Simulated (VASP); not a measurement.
Si2Mo: single point with PBE

Si2Mo:

```
Si Mo
1.0
    -1.56915    1.60852    3.92048
     1.64788   -1.60852    3.95265
     1.56915    1.60852   -3.92048
Si Mo
2 1
Direct
  0.33511 0.33511 0.00000
  0.66489 0.66489 0.00000
  0.00000 0.00000 0.00000
```

```
Program                : VASP 6.6.1
Task                   : single point
Functional             : PBE
Potentials or basis    : VASP PAW PBE potentials, release 64 (Si, Mo_sv)
Cutoff                 : 520 eV
k mesh                 : 14 × 14 × 14
Occupations            : gaussian, width 0.05 eV
Spin                   : no spin polarisation
Dipole correction      : no
Further INCAR settings : ALGO = Normal; EDIFF = 1e-06; NBANDS = 18
```

- Pressure: 0.2 GPa
- Largest force: 0.033 eV/Å
- Band gap on the k mesh: zero (bands 11 and 12 overlap by 0.94 eV)

Forces on the atoms (eV/Å):
```
Si   0.032  0.000 -0.005
Si  -0.032  0.000  0.005
Mo   0.000  0.000  0.000
```

Stress tensor (GPa, compression positive):
```
 0.26  0.00 -3.91
 0.00  0.26  0.00
-3.91  0.00  0.19
```

Levels at points of the mesh, in eV from the Fermi level:
```
           k point  band 9  band 10  band 11  band 12  band 13  band 14
(0.00, 0.00, 0.00)   -2.63    -2.61     0.31     2.97     3.18     3.43
(0.50, 0.00, 0.00)   -2.60    -2.55    -0.54     2.17     3.02     3.92
(0.00, 0.50, 0.00)   -2.66    -2.59    -0.55     2.19     2.96     3.93
(0.50, 0.50, 0.00)   -4.43    -3.03    -1.25     2.22     2.61     3.04
(0.50, 0.00, 0.50)   -2.59    -2.47    -0.51     2.14     3.10     3.84
(0.50, 0.50, 0.50)   -0.61    -0.61    -0.53    -0.52     0.45     4.65
```

Wall time 23 min on 1 thread of Oxide Virtual Turin-like Processor, with other jobs on the host, peak memory 0.58 GiB.
